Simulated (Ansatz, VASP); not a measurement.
**BeS: VASP beside Ansatz**

```
S Be
1.0
     0.00000    2.47256    2.47256
     2.47256    0.00000    2.47256
     2.47256    2.47256    0.00000
S Be
1 1
Cartesian
  3.7088 3.7088 3.7088
  0.0000 0.0000 0.0000
```

Change from the starting cell: volume scaled by 1.06.

Alike in both runs: task single point; functional LDA; k mesh 9 × 9 × 9; occupations fermi-dirac, width 0.05 eV; no spin polarisation.

|  | VASP | Ansatz |
| --- | --- | --- |
| version | VASP 6.6.1 | Ansatz 0.2.0 |
| potentials or method | VASP PAW LDA potentials, release 64 (S, Be), cutoff 520 eV | all-electron LAPW, scalar-relativistic |

Ansatz gave:

```
gap on the k mesh at the Fermi level (eV) : 3.11
least direct gap on the mesh (eV)         : 5.18
pressure (GPa)                            : -7.9
```

Task: Estimate VASP's values.

Result: gap on the k mesh at the Fermi level (eV): 3.11; least direct gap on the mesh (eV): 5.20; pressure (GPa): -7.8.

LDA's correlation is that of Perdew and Zunger in VASP and of Perdew and Wang (1992) in Ansatz. Ansatz ran all-electron here, and VASP with PAW potentials.
